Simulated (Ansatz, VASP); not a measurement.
# SiC in VASP and in Ansatz

File INCAR:

```
PREC = Accurate ; ENCUT = 520
EDIFF = 1E-6 ; ISMEAR = 0
SIGMA = 0.01 ; LREAL = F
LASPH = T ; NELM = 100
ALGO = Normal ; ISIF = 2
LWAVE = F ; LCHARG = T
GGA = PS ; LELF = T
LVHAR = T ; NBANDS = 11
```

Contents of KPOINTS:

```
regular mesh
0
Gamma
  10 10 10
```

File POSCAR:

```
SiC
1.0
    0.0000000000      2.1784118705      2.1675198112
    2.1784118705      0.0000000000      2.1675198112
    2.1784118705      2.1784118705      0.0000000000
Si C
1 1
Direct
    0.0000000000      0.0000000000      0.0000000000
    0.7500000000      0.7500000000      0.7500000000
```

Input for Ansatz:

```yaml
crystal:
  lattice:
    - [0.0, 2.17841187053, 2.16751981118]
    - [2.17841187053, 0.0, 2.16751981118]
    - [2.17841187053, 2.17841187053, 0.0]
  atoms:
    - { symbol: Si, position: [0.0, 0.0, 0.0] }
    - { symbol: C, position: [0.75, 0.75, 0.75] }
kpoints:
  mp_grid: { grid: [10, 10, 10] }
scf:
  occupations: { method: fixed }
  convergence: { dr2_threshold: 1.0e-10 }
hamiltonian:
  xc: pbesol
  pseudopotentials: { kind: paw }
output:
  forces: true
  stress: true
  eigenstates:
    kpoints:
      - [0.0, 0.0, 0.0]
      - [0.0, -0.5, -0.5]
      - [-0.5, 0.0, -0.5]
      - [-0.5, -0.5, 0.0]
      - [0.0, 0.5, 0.0]
      - [0.5, 0.0, 0.0]
      - [0.0, 0.0, 0.5]
      - [0.5, 0.5, 0.5]
  eigenvalues: true
```

Change from the starting cell: z stretched by -0.5 %, x and y held, PAW files.

Alike in both runs: task single point; functional PBEsol; k mesh 10 × 10 × 10; no spin polarisation.

```csv
,VASP,Ansatz
version,VASP 6.6.1,Ansatz 0.2.0
potentials or method,"VASP PAW PBE potentials, release 64 (Si, C)","PAW with Ansatz's default frozen-core files, scalar-relativistic"
plane-wave cutoff (eV),520,420
occupations,"gaussian, width 0.01 eV",fixed
valence electrons in the cell,8,8
```

```tsv
	VASP	Ansatz	Ansatz less VASP
gap on the k mesh at the Fermi level (eV)	1.18	1.19	+0.010
pressure (GPa)	1.5	1.1	-0.36
traceless stress, the component that is largest in VASP (GPa)	0.83	0.83	0.000
```

VASP's potentials were made for PBE, not for PBEsol.
